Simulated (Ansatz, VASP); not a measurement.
**Pt in VASP and in Ansatz**

The input INCAR:

```
SYSTEM = Pt
PREC     = Accurate       ! precision mode
ENCUT    = 520            ! plane-wave cutoff, eV
EDIFF    = 1E-6           ! SCF threshold, eV
ISMEAR   = 0              ! smearing method
SIGMA    = 0.1            ! smearing width, eV
LREAL    = .FALSE.        ! projectors in reciprocal space
LASPH    = .TRUE.         ! aspherical terms in the spheres
NELM     = 60             ! most SCF steps
ALGO     = Fast           ! electronic algorithm
ISIF     = 2              ! what is computed and relaxed
LWAVE    = .FALSE.        ! write WAVECAR
LCHARG   = .TRUE.         ! write CHGCAR
GGA      = PS             ! functional
LELF     = .TRUE.         ! ELF
LVHAR    = .TRUE.       
NBANDS   = 11             ! bands
```

Contents of KPOINTS:

```
Automatic mesh
0
G
  18 18 18
  0 0 0
```

Contents of POSCAR:

```
Pt
1.0
    0.0000000000      1.9922155730      1.9922155730
    1.9922155730      0.0000000000      1.9922155730
    1.9922155730      1.9922155730      0.0000000000
Pt
1
Direct
    0.0000000000      0.0000000000      0.0000000000
```

Input for Ansatz:

```yaml
crystal:
  lattice:
    - [0.0, 1.992215573, 1.992215573]
    - [1.992215573, 0.0, 1.992215573]
    - [1.992215573, 1.992215573, 0.0]
  atoms:
    - { symbol: Pt, position: [0.0, 0.0, 0.0] }
basis:
  ecutwfc: 420
kpoints:
  mp_grid: { grid: [18, 18, 18] }
hamiltonian:
  xc: pbesol
scf:
  occupations: { method: gaussian, width: 0.1 }
output:
  forces: true
  stress: true
  eigenvalues: true
  populations: true
```

Alike in both runs: task single point; functional PBEsol; k mesh 18 × 18 × 18; occupations gaussian, width 0.1 eV; no spin polarisation.

|  | VASP | Ansatz |
| --- | --- | --- |
| version | VASP 6.6.1 | Ansatz 0.2.0 |
| potentials or method | VASP PAW PBE potentials, release 64 (Pt), cutoff 520 eV | scalar-relativistic, plane waves, PAW |
| valence electrons in the cell | 10 | 18 |

```csv
,VASP,Ansatz,Ansatz less VASP
gap on the k mesh at the Fermi level (eV),none,none,-
pressure (GPa),-13.1,-12.6,+0.41
```

VASP's potentials were made for PBE, not for PBEsol. A gap of «none» marks a metal or a gap that the smearing closes. VASP's potentials hold 10 valence electrons a cell and Ansatz's 18, so a difference there can come from the potentials and not from the codes.

Neither program's run includes spin-orbit coupling.
